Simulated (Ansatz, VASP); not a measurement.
Two plane-wave programs on BP

```xyz
2
Lattice="0.0000 2.2656 2.3083 2.2656 0.0000 2.3083 2.2656 2.2656 0.0000" Properties=species:S:1:pos:R:3 pbc="T T T"
B     0.0000    0.0000    0.0000
P     1.1328    1.1328    1.1541
```

Change from the starting cell: strained cell.

Alike in both runs: functional PBE; k mesh 8 × 8 × 8; occupations gaussian, width 0.02 eV; no spin polarisation.

Ansatz relaxed the structure, and its values are those at the end. VASP's run is a single point on that final structure, the one shown.

|  | VASP | Ansatz |
| --- | --- | --- |
| version | VASP 6.6.1 | Ansatz 0.2.0 |
| potentials or method | VASP PAW PBE potentials, release 64 (B, P), cutoff 500 eV | scalar-relativistic, plane waves, PAW |
| valence electrons in the cell | 8 | 8 |

```tsv
	VASP	Ansatz	Ansatz less VASP
gap on the k mesh at the Fermi level (eV)	1.15	1.15	+0.004
least direct gap on the mesh (eV)	3.28	3.29	+0.004
pressure (GPa)	-1.4	-1.2	+0.20
```

With one functional, cell and mesh, what is left measures potentials, basis and numerics. Ansatz's warnings: stress scf threshold loose.
